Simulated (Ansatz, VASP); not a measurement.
## One calculation of ZnO, two programs

```xyz
4
Lattice="3.3836 0.0000 0.0000 -1.6918 2.9303 0.0000 0.0000 0.0000 4.9504" Properties=species:S:1:pos:R:3 pbc="T T T"
Zn    0.0000    1.9535   -0.0951
Zn    1.6918    0.9768    2.3801
O     0.0000    1.9535    1.9867
O     1.6918    0.9768    4.4619
```

Alike in both runs: task single point; functional r2SCAN; k mesh 9 × 9 × 6; occupations gaussian, width 0.02 eV; no spin polarisation.

|  | VASP | Ansatz |
| --- | --- | --- |
| version | VASP 6.6.1 | Ansatz 0.2.0 |
| potentials or method | VASP PAW PBE potentials, release 64 (Zn, O), cutoff 520 eV | scalar-relativistic, plane waves, PAW |
| valence electrons in the cell | 36 | 36 |

```tsv
	VASP	Ansatz	Ansatz less VASP
gap on the k mesh at the Fermi level (eV)	1.25	1.26	+0.006
least direct gap on the mesh (eV)	1.25	1.26	+0.006
pressure (GPa)	-6.0	-6.8	-0.79
traceless stress, the component that is largest in VASP (GPa)	2.74	2.77	+0.026
rms of the force components (eV/Å)	0.158	0.157	-0.0005
```

VASP's potentials were made for PBE, not for r2SCAN. Atom by atom the forces differ by 0.001 eV/Å (rms over components).
